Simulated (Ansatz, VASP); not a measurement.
## Mo in VASP and in Ansatz

```
CELL_PARAMETERS angstrom
3.25775 0.00000 0.00000
0.00000 3.25775 0.00000
0.00000 0.00000 25.61994
ATOMIC_POSITIONS crystal
Mo 0.00000 0.00000 0.58198
Mo 0.50000 0.50000 0.63136
Mo 0.00000 0.00000 0.69803
Mo 0.50000 0.50000 0.74516
```

Alike in both runs: task single point; functional PBEsol; k mesh 10 × 10 × 1; occupations methfessel-paxton of order 1, width 0.1 eV; no spin polarisation.

```csv
,VASP,Ansatz
version,VASP 6.6.1,Ansatz 0.2.0
potentials or method,"VASP PAW PBE potentials, release 64 (Mo_sv), cutoff 400 eV","scalar-relativistic, plane waves, PAW"
valence electrons in the cell,56,56
```

```csv
,VASP,Ansatz,Ansatz less VASP
gap on the k mesh at the Fermi level (eV),none,none,-
rms of the force components (eV/Å),0.273,0.284,+0.0109
```

VASP's potentials were made for PBE, not for PBEsol, and Ansatz warns of the same on its side. Atom by atom the forces differ by 0.016 eV/Å (rms over components). A gap of «none» marks a metal or a gap that the smearing closes. With one functional, cell and mesh, what is left measures potentials, basis and numerics. Ansatz's warnings: xc potential rough in thin density.
